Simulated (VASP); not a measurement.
# Fe (Im-3m) in VASP: further runs

Fe is run at these levels: PBE; tasks: single point.

Program: VASP 6.6.1. These are calculated values, not measurements. Logs are shortened: lines on timing, memory, paths and dates and some standing lists are left out, and cuts for length are marked.

## Step 1: The cell of the first run

It takes space group Im-3m (No. 229, cubic). Conventional cell: a = 2.833 Å, b = 2.833 Å, c = 2.833 Å, α = 90.00°, β = 90.00°, γ = 90.00°. Within 3.2 Å of Fe (site symmetry m-3m) lie 14 Fe at 2.45 to 2.83 Å.

## Step 2: Single point, PBE, collinear spin, ferromagnetic start

Input file INCAR:

```
SYSTEM = Fe
ALGO = Normal ; EDIFF = 1E-6
ENCUT = 520 ; GGA = PE
ISIF = 2 ; ISMEAR = 0
ISPIN = 2 ; LASPH = .TRUE.
LCHARG = .TRUE. ; LELF = .TRUE.
LMAXMIX = 4 ; LORBIT = 11
LREAL = .FALSE. ; LVHAR = .TRUE.
LWAVE = .FALSE. ; MAGMOM = 2.208
NBANDS = 14 ; NELM = 150
PREC = Accurate ; SIGMA = 0.1
```

Input file KPOINTS:

```
k-points
0
G
  15 15 15
  0 0 0
```

Input file POSCAR:

```
Fe
1.0
   -1.4163059769      1.4163059769      1.4163059769
    1.4163059769     -1.4163059769      1.4163059769
    1.4163059769      1.4163059769     -1.4163059769
Fe
1
Direct
    0.0000000000      0.0000000000      0.0000000000
```

Potentials or basis: VASP PAW PBE potentials, release 64 (Fe).

Command:

```bash
$ cat potpaw_PBE.64/Fe/POTCAR > POTCAR
$ mpirun -np 1 vasp_std > vasp.out
```

OUTCAR:

```text
SYSTEM = Fe
   EDIFF = 1E-6
   ENCUT = 520
   GGA = PE
   ISIF = 2
   ISMEAR = 0
   ISPIN = 2
   LASPH = .TRUE.
   LORBIT = 11
   LREAL = .FALSE.
   NELM = 150
   PREC = Accurate

 ion  position               nearest neighbor table
   1  0.000  0.000  0.000-

  LATTYP: Found a body centered cubic cell.
 ALAT       =     2.8326119538

  Lattice vectors:

 A1 = (  -1.4163059769,   1.4163059769,   1.4163059769)
 A2 = (   1.4163059769,  -1.4163059769,   1.4163059769)
 A3 = (   1.4163059769,   1.4163059769,  -1.4163059769)

Analysis of symmetry for initial positions (statically):
=====================================================================
 Subroutine PRICEL returns:
 Original cell was already a primitive cell.

 Routine SETGRP: Setting up the symmetry group for a
 body centered cubic supercell.

 Subroutine GETGRP returns: Found 48 space group operations
 (whereof 48 operations were pure point group operations)
 out of a pool of 48 trial point group operations.

The static configuration has the point symmetry O_h .

Analysis of symmetry for dynamics (positions and initial velocities):
=====================================================================
 Subroutine PRICEL returns:
 Original cell was already a primitive cell.

 Routine SETGRP: Setting up the symmetry group for a
 body centered cubic supercell.

 Subroutine GETGRP returns: Found 48 space group operations
 (whereof 48 operations were pure point group operations)
 out of a pool of 48 trial point group operations.

The dynamic configuration has the point symmetry O_h .

Analysis of structural, dynamic, and magnetic symmetry:
=====================================================================
 Subroutine PRICEL returns:
 Original cell was already a primitive cell.

 Routine SETGRP: Setting up the symmetry group for a
 body centered cubic supercell.

 Subroutine GETGRP returns: Found 48 space group operations
 (whereof 48 operations were pure point group operations)
 out of a pool of 48 trial point group operations.

The overall configuration has the point symmetry O_h .

 Subroutine INISYM returns: Found 48 space group operations
 (whereof 48 operations are pure point group operations),
 and found     1 'primitive' translations

----------------------------------------------------------------------------------------

                                     Primitive cell

  volume of cell :      11.3640

  direct lattice vectors                    reciprocal lattice vectors
    -1.416305977  1.416305977  1.416305977     0.000000000  0.353031060  0.353031060
[... 123 lines left out ...]

 Free energy of the ion-electron system (eV)
  ---------------------------------------------------
  ext. energy  EPLUGINS =         0.00000000
  ---------------------------------------------------
  free energy    TOTEN  =        -8.24606662 eV

  energy without entropy =       -8.24080749  energy(sigma->0) =       -8.24343705

 E-fermi :   5.8306     XC(G=0): -13.1152

 val. band max:        5.8226012284   @ k =  -0.4000   0.4667   0.3333
 cond. band min:       5.8311169727   @ k =  -0.3333   0.3333   0.1333
 fundamental gap:      0.0085157442
 Fermi energy:         5.8306317145

 spin component 1

 k-point     1 :       0.0000    0.0000    0.0000
  band No.  band energies     occupation
      1      -2.6057      1.00000
      2       3.5120      1.00000
      3       3.5120      1.00000
      4       3.5120      1.00000
      5       4.7248      1.00000
      6       4.7248      1.00000
      7      30.8462      0.00000
      8      30.8462      0.00000
      9      30.8462      0.00000
     10      35.9292      0.00000
     11      35.9292      0.00000
     12      38.2225      0.00000
     13      38.2225      0.00000
     14      38.2225      0.00000
[... 379 lines left out ...]
      3       3.5215      1.00000
      4       4.7859      1.00000
      5       5.2834      1.00000
      6       9.6862      0.00000
      7      13.3645      0.00000
      8      18.5637      0.00000
      9      25.0491      0.00000
     10      32.0497      0.00000
     11      36.6974      0.00000
     12      39.8170      0.00000
     13      43.8155      0.00000
     14      49.8098      0.00000

 [... further k-points ...]

 spin component 2

 k-point     1 :       0.0000    0.0000    0.0000
  band No.  band energies     occupation
      1      -2.4479      1.00000
      2       5.4309      1.00000
      3       5.4310      1.00000
      4       5.4310      1.00000
      5       7.4802      0.00000
      6       7.4804      0.00000
      7      30.5821      0.00000
      8      30.5821      0.00000
      9      30.5821      0.00000
     10      36.1101      0.00000
     11      36.1101      0.00000
     12      38.8763      0.00000
     13      38.8763      0.00000
     14      38.8763      0.00000
[... 379 lines left out ...]
      3       4.9126      1.00000
      4       7.3005      0.00000
      5       7.7857      0.00000
      6      10.9091      0.00000
      7      14.5890      0.00000
      8      19.2131      0.00000
      9      25.5174      0.00000
     10      32.2896      0.00000
     11      36.7897      0.00000
     12      40.3186      0.00000
     13      44.6615      0.00000
     14      49.7542      0.00000

 [... further k-points ...]

------------------------ aborting loop because EDIFF is reached ----------------------------------------

  FORCE on cell =-STRESS in cart. coord.  units (eV):
  Direction    XX          YY          ZZ          XY          YZ          ZX
  --------------------------------------------------------------------------------------
  -------------------------------------------------------------------------------------
  Total        0.0007418      0.0007418      0.0007418      0.0000000     -0.0000000      0.0000000
  in kB        0.1045860      0.1045860      0.1045860      0.0000000     -0.0000000      0.0000000
  external PRESSURE =       0.1045860 kB  Pullay stress =       0.0000000 kB

 VOLUME and BASIS-vectors are now :
 -----------------------------------------------------------------------------
  energy-cutoff  :      520.00
  volume of cell :       11.36
      direct lattice vectors                 reciprocal lattice vectors
    -1.416305977  1.416305977  1.416305977     0.000000000  0.353031060  0.353031060
     1.416305977 -1.416305977  1.416305977     0.353031060  0.000000000  0.353031060
     1.416305977  1.416305977 -1.416305977     0.353031060  0.353031060  0.000000000

 POSITION                                       TOTAL-FORCE (eV/Angst)
 -----------------------------------------------------------------------------------
      0.00000      0.00000      0.00000        -0.000000     -0.000000      0.000000
 -----------------------------------------------------------------------------------
    total drift:                                0.000000     -0.000000      0.000000

  FREE ENERGIE OF THE ION-ELECTRON SYSTEM (eV)
  ---------------------------------------------------
  free  energy   TOTEN  =        -8.2460666154 eV

  energy  without entropy=       -8.2408074852  energy(sigma->0) =       -8.24343705

 total charge

# of ion       s       p       d       tot
------------------------------------------
    1        0.487   0.542   6.239   7.267

 magnetization (x)

# of ion       s       p       d       tot
------------------------------------------
    1       -0.014  -0.059   2.264   2.191
```

Run time: 57 s. Hardware: 1 thread of AMD EPYC 7R13, shared host; peak memory 0.11 GiB.

Results:

```yaml
Free_energy: -8.2461 eV
Pressure: 0.0 GPa
Net_moment: 2.19 μB per cell
Site_moments: Fe +2.19 μB
Valence_electrons_inside_the_program's_atomic_spheres: Fe 7.27
```

## Step 3: Single point, PBE, collinear spin, ferromagnetic start

Input file INCAR:

```
SYSTEM = Fe
  PREC = Accurate
  ENCUT = 520
  EDIFF = 1E-6
  ISMEAR = 0
  SIGMA = 0.2
  LREAL = .False.
  LASPH = .True.
  NELM = 150
  ALGO = Normal
  ISIF = 2
  LWAVE = .False.
  LCHARG = .False.
  ISPIN = 2
  MAGMOM = 2.208
  LORBIT = 11
  LMAXMIX = 4
  GGA = PE
  NBANDS = 14
```

Input file KPOINTS:

```
regular mesh
0
Gamma
  15 15 15
  0 0 0
```

POSCAR is that of step 2.

Potentials or basis: VASP PAW PBE potentials, release 64 (Fe).

Command:

```bash
$ cat potpaw_PBE.64/Fe/POTCAR > POTCAR
$ mpirun -np 1 vasp_std > vasp.out
```

It took 44 s on 1 thread of AMD EPYC 7R13, shared host; peak memory 0.11 GiB.

The run converged. Its results:

| Property | Result |
| --- | --- |
| Free energy | -8.2533 eV |
| Pressure | 0.0 GPa |
| Net moment | 2.19 μB per cell |
| Site moments | Fe +2.19 μB |
| Valence electrons inside the program's atomic spheres | Fe 7.27 |

Levels at points of the mesh, in eV from the Fermi level:
Spin up:
```csv
k point,band 2,band 3,band 4,band 5,band 6,band 7,band 8,band 9
"(0.00, 0.00, 0.00)",-2.32,-2.32,-2.32,-1.11,-1.11,25.01,25.01,25.01
```
Spin down:
| k point | band 1 | band 2 | band 3 | band 4 | band 5 | band 6 |
| --- | --- | --- | --- | --- | --- | --- |
| (0.00, 0.00, 0.00) | -8.28 | -0.40 | -0.40 | -0.40 | 1.65 | 1.65 |

## Step 4: Single point, PBE, collinear spin, ferromagnetic start

Input file INCAR:

```
PREC = Accurate ; ENCUT = 520
EDIFF = 1E-6 ; ISMEAR = 0
SIGMA = 0.3 ; LREAL = False
LASPH = True ; NELM = 150
ALGO = Normal ; ISIF = 2
LWAVE = False ; LCHARG = True
ISPIN = 2 ; MAGMOM = 2.208
LORBIT = 11 ; LMAXMIX = 4
GGA = PE ; LELF = True
LVHAR = True ; NBANDS = 14
```

Input file KPOINTS:

```
Automatic mesh
0
Gamma
  15 15 15
```

POSCAR is that of step 3.

Potentials or basis: VASP PAW PBE potentials, release 64 (Fe).

Command:

```bash
$ cat potpaw_PBE.64/Fe/POTCAR > POTCAR
$ mpirun -np 1 vasp_std > vasp.out
```

OUTCAR:

```text
PREC = Accurate
   ENCUT = 520
   EDIFF = 1E-6
   ISMEAR = 0
   LREAL = False
   LASPH = True
   NELM = 150
   ISIF = 2
   ISPIN = 2
   LORBIT = 11
   GGA = PE

 ion  position               nearest neighbor table
   1  0.000  0.000  0.000-

  LATTYP: Found a body centered cubic cell.
 ALAT       =     2.8326119538

  Lattice vectors:

 A1 = (  -1.4163059769,   1.4163059769,   1.4163059769)
 A2 = (   1.4163059769,  -1.4163059769,   1.4163059769)
[... 1023 lines left out ...]
  --------------------------------------------------------------------------------------
  -------------------------------------------------------------------------------------
  Total       -0.0252951     -0.0252951     -0.0252951     -0.0000000      0.0000000      0.0000000
  in kB       -3.5662779     -3.5662779     -3.5662779     -0.0000000      0.0000000      0.0000000
  external PRESSURE =      -3.5662779 kB  Pullay stress =       0.0000000 kB

 VOLUME and BASIS-vectors are now :
 -----------------------------------------------------------------------------
  energy-cutoff  :      520.00
  volume of cell :       11.36
      direct lattice vectors                 reciprocal lattice vectors
    -1.416305977  1.416305977  1.416305977     0.000000000  0.353031060  0.353031060
     1.416305977 -1.416305977  1.416305977     0.353031060  0.000000000  0.353031060
     1.416305977  1.416305977 -1.416305977     0.353031060  0.353031060  0.000000000

 POSITION                                       TOTAL-FORCE (eV/Angst)
 -----------------------------------------------------------------------------------
      0.00000      0.00000      0.00000        -0.000000      0.000000     -0.000000
 -----------------------------------------------------------------------------------
    total drift:                                0.000000     -0.000000      0.000000

  FREE ENERGIE OF THE ION-ELECTRON SYSTEM (eV)
  ---------------------------------------------------
  free  energy   TOTEN  =        -8.2646614126 eV

  energy  without entropy=       -8.2236994960  energy(sigma->0) =       -8.24418045

 total charge

# of ion       s       p       d       tot
------------------------------------------
    1        0.487   0.540   6.240   7.267

 magnetization (x)

# of ion       s       p       d       tot
------------------------------------------
    1       -0.013  -0.055   2.248   2.179
```

Wall time 42 s (1 thread of AMD EPYC 7R13, shared host); peak memory 0.11 GiB.

Results:

* Free energy: -8.2647 eV
* Pressure: -0.4 GPa
* Net moment: 2.18 μB per cell
* Site moments: Fe +2.18 μB
* Valence electrons inside the program's atomic spheres: Fe 7.27

Levels at points of the mesh, in eV from the Fermi level:
Spin up:
| k point | band 3 | band 4 | band 5 | band 6 | band 7 | band 8 |
| --- | --- | --- | --- | --- | --- | --- |
| (0.00, 0.00, 0.00) | -2.32 | -2.32 | -1.11 | -1.11 | 25.00 | 25.00 |
Spin down:
```tsv
k point	band 1	band 2	band 3	band 4	band 5	band 6
(0.00, 0.00, 0.00)	-8.29	-0.42	-0.42	-0.42	1.64	1.64
```

## Step 5: Single point, PBE, collinear spin, ferromagnetic start

Input file INCAR:

```
SYSTEM = Fe
PREC     = Accurate       ! precision mode
ENCUT    = 520            ! plane-wave cutoff, eV
EDIFF    = 1E-6           ! SCF threshold, eV
ISMEAR   = 0              ! smearing method
SIGMA    = 0.6            ! smearing width, eV
LREAL    = .FALSE.        ! projectors in reciprocal space
LASPH    = .TRUE.         ! aspherical terms in the spheres
NELM     = 150            ! most SCF steps
ALGO     = Normal         ! electronic algorithm
ISIF     = 2              ! what is computed and relaxed
LWAVE    = .FALSE.        ! write WAVECAR
LCHARG   = .FALSE.        ! write CHGCAR
ISPIN    = 2              ! spin polarisation
MAGMOM   = 2.208          ! initial moments
LORBIT   = 11             ! projections on sites
LMAXMIX  = 4              ! l up to which the mixer works
GGA      = PE             ! functional
NBANDS   = 14             ! bands
```

Input file KPOINTS:

```
regular mesh
0
G
  15 15 15
  0 0 0
```

POSCAR is that of step 4.

Command:

```bash
$ cat potpaw_PBE.64/Fe/POTCAR > POTCAR
$ mpirun -np 1 vasp_std > vasp.out
```

Wall time 47 s (1 thread of AMD EPYC 7R13, shared host); peak memory 0.11 GiB.

Results (log left out):

```yaml
Free_energy: -8.3294 eV
Pressure: 0.2 GPa
Net_moment: 2.14 μB per cell
Site_moments: Fe +2.13 μB
Valence_electrons_inside_the_program's_atomic_spheres: Fe 7.27
```

Levels at points of the mesh, in eV from the Fermi level:
Spin up:
```tsv
k point	band 3	band 4	band 5	band 6	band 7	band 8
(0.00, 0.00, 0.00)	-2.36	-2.36	-1.15	-1.15	24.93	24.93
```
Spin down:
| k point | band 1 | band 2 | band 3 | band 4 | band 5 | band 6 | band 7 |
| --- | --- | --- | --- | --- | --- | --- | --- |
| (0.00, 0.00, 0.00) | -8.34 | -0.50 | -0.50 | -0.50 | 1.54 | 1.54 | 24.69 |

## Step 6: The runs side by side

| smearing | gap on the mesh (eV) | pressure (GPa) | moment (μB) |
| --- | --- | --- | --- |
| gaussian 0.1 eV | none | 0.0 | 2.19 |
| gaussian 0.2 eV | none | 0.0 | 2.19 |
| gaussian 0.3 eV | none | -0.4 | 2.18 |
| gaussian 0.6 eV | none | 0.2 | 2.14 |

Alike in all rows: task single point; level PBE; potentials or basis VASP PAW PBE potentials, release 64 (Fe); spin collinear, ferromagnetic start; cell as given; k mesh 15 × 15 × 15; cutoff (eV) 520.

Every run on the cell as given and a fine mesh finds a metal.

Total energies depend on the potentials used, so only differences within one code and one set of settings carry meaning.
